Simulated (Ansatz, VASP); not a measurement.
## KMgF3 in VASP and in Ansatz

```
K Mg F
1.0
     3.86632    0.00000    0.00000
     0.00000    3.86632    0.00000
     0.00000    0.00000    4.10548
K Mg F
1 1 3
Direct
  0.50000 0.50000 0.50000
  0.00000 0.00000 0.00000
  0.50000 0.00000 0.00000
  0.00000 0.50000 0.00000
  0.00000 0.00000 0.50000
```

Change from the starting cell: strain -0.030 along x and y, +0.030 along z, atoms carried along.

Alike in both runs: task single point; functional PBEsol; k mesh 6 × 6 × 6; occupations gaussian, width 0.05 eV; no spin polarisation.

|  | VASP | Ansatz |
| --- | --- | --- |
| version | VASP 6.6.1 | Ansatz 0.2.0 |
| potentials or method | VASP PAW PBE potentials, release 64 (K_sv, Mg, F), cutoff 520 eV | scalar-relativistic, plane waves, PAW |
| valence electrons in the cell | 32 | 40 |

|  | VASP | Ansatz | Ansatz less VASP |
| --- | --- | --- | --- |
| gap on the k mesh at the Fermi level (eV) | 7.30 | 7.33 | +0.023 |
| least direct gap on the mesh (eV) | 7.66 | 7.68 | +0.021 |
| pressure (GPa) | 2.9 | 3.2 | +0.37 |
| traceless stress, the component that is largest in VASP (GPa) | -4.32 | -4.31 | +0.011 |

VASP's potentials were made for PBE, not for PBEsol. With one functional, cell and mesh, what is left measures potentials, basis and numerics. VASP's potentials hold 32 valence electrons a cell and Ansatz's 40, so a difference there can come from the potentials and not from the codes.
